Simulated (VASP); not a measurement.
A run of VASP 6.6.1 is set up as follows.

The input INCAR:

```
PREC     = Accurate       # precision mode
ENCUT    = 520            # plane-wave cutoff, eV
EDIFF    = 1E-6           # SCF threshold, eV
ISMEAR   = 0              # smearing method
SIGMA    = 0.05           # smearing width, eV
LREAL    = F              # projectors in reciprocal space
LASPH    = T              # aspherical terms in the spheres
NELM     = 100            # most SCF steps
ALGO     = Normal         # electronic algorithm
ISIF     = 2              # what is computed and relaxed
LWAVE    = F              # write WAVECAR
LCHARG   = F              # write CHGCAR
GGA      = PS             # functional
NBANDS   = 19             # bands
```

KPOINTS

```
regular mesh
0
Gamma
  8 8 8
```

The input POSCAR:

```
HfSi3
1.0
    3.9300057715      0.0000000000      0.0000000000
    0.0000000000      3.9300057715      0.0000000000
    0.0000000000      0.0000000000      3.9300057715
Hf Si
1 3
Direct
    0.0000000000      0.0000000000      0.0000000000
    0.0000000000      0.5000000000      0.5000000000
    0.5000000000      0.5000000000      0.0000000000
    0.5000000000      0.0000000000      0.5000000000
```

Potentials or basis: VASP PAW PBE potentials, release 64 (Hf_pv, Si).

Launch:

```console
$ cat potpaw_PBE.64/Hf_pv/POTCAR potpaw_PBE.64/Si/POTCAR > POTCAR
$ mpirun -np 1 vasp_std > vasp.out
```

What does it give for the pressure?

0.1 GPa.

Estimate the band gap on the k mesh.

zero (band 11 reaches 10.39 eV, above the bottom of band 12 at 8.41 eV).

Caveat: the PAW data sets were made with another functional, which shifts forces and pressure a little; spin-orbit coupling is left out, which moves the levels of the heavy elements.
